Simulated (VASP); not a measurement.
The system is HfN.

```
CELL_PARAMETERS angstrom
2.86221 0.00000 0.00000
0.00000 2.86221 0.00000
0.00000 0.00000 2.86221
ATOMIC_POSITIONS crystal
Hf 0.50000 0.50000 0.50000
N 0.00000 0.00000 0.00000
```

Base run:

| Item | Value |
| --- | --- |
| Program | VASP 6.6.1 |
| Functional | BLYP |
| Potentials or basis | VASP PAW PBE potentials, release 64 (Hf_pv, N) |
| Cutoff | 520 eV |
| k mesh | 9 × 9 × 9 |
| Occupations | fermi-dirac, width 0.05 eV |
| Spin | no spin polarisation |

Its results: band gap on the k mesh zero (an odd number of electrons rules out a gap without spin polarisation); pressure -2.0 GPa.

Question: The run is repeated on the same cell with these changes: functional from BLYP to PBE0; k mesh from 9 × 9 × 9 to 5 × 5 × 5. What comes out?

Answer: Band gap on the k mesh zero (an odd number of electrons rules out a gap without spin polarisation); pressure -19.2 GPa.

Several settings changed at once.

Caveats: some runs use coarse meshes; the PAW data sets were made with another functional, which shifts forces and pressure a little; spin-orbit coupling is left out, which moves the levels of the heavy elements.
